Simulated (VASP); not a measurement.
The system is Cr.

```
CELL_PARAMETERS angstrom
0.00000 2.46338 2.46338
2.46338 0.00000 2.46338
2.46338 2.46338 0.00000
ATOMIC_POSITIONS crystal
Cr 0.50000 0.50000 0.50000
Cr 0.75000 0.75000 0.75000
```

* Program: VASP 6.6.1
* Task: relaxation of cell and atoms
* Functional: r2SCAN
* Potentials or basis: VASP PAW PBE potentials, release 64 (Cr_pv)
* Cutoff: 600 eV
* k mesh: 6 × 6 × 6
* Occupations: gaussian, width 0.1 eV
* Spin: collinear spin, ferromagnetic start
* Starting moments: [0.22, 0.22] μB

At the start: pressure 9.9 GPa; volume 14.95 Å³/atom.

Task: How do energy, volume and symmetry change on relaxing?

Result: Over 3 steps the energy falls by 39.4 meV/atom and the volume is 16.26 Å³/atom (+8.8 %); space group Fd-3m (No. 227, to 0.05 Å); moment 0.00 μB per cell.

The path:
```
step  energy change (eV)  largest force (eV/Å)  pressure (GPa)  volume (Å³)
   1              0.0000                0.0000            9.90        29.90
   2             -0.0540                0.0000           -4.90        34.07
   3             -0.0789                0.0000           -0.06        32.53
```

Final structure:
```
Cr
1.0
     0.00000    2.53358    2.53358
     2.53358    0.00000    2.53358
     2.53358    2.53358    0.00000
Cr
2
Cartesian
  2.5336 2.5336 2.5336
  3.8004 3.8004 3.8004
```

Caveat: the k points lie up to 0.36 Å⁻¹ apart in the final cell; the PAW data sets were made with another functional, which shifts forces and pressure a little.
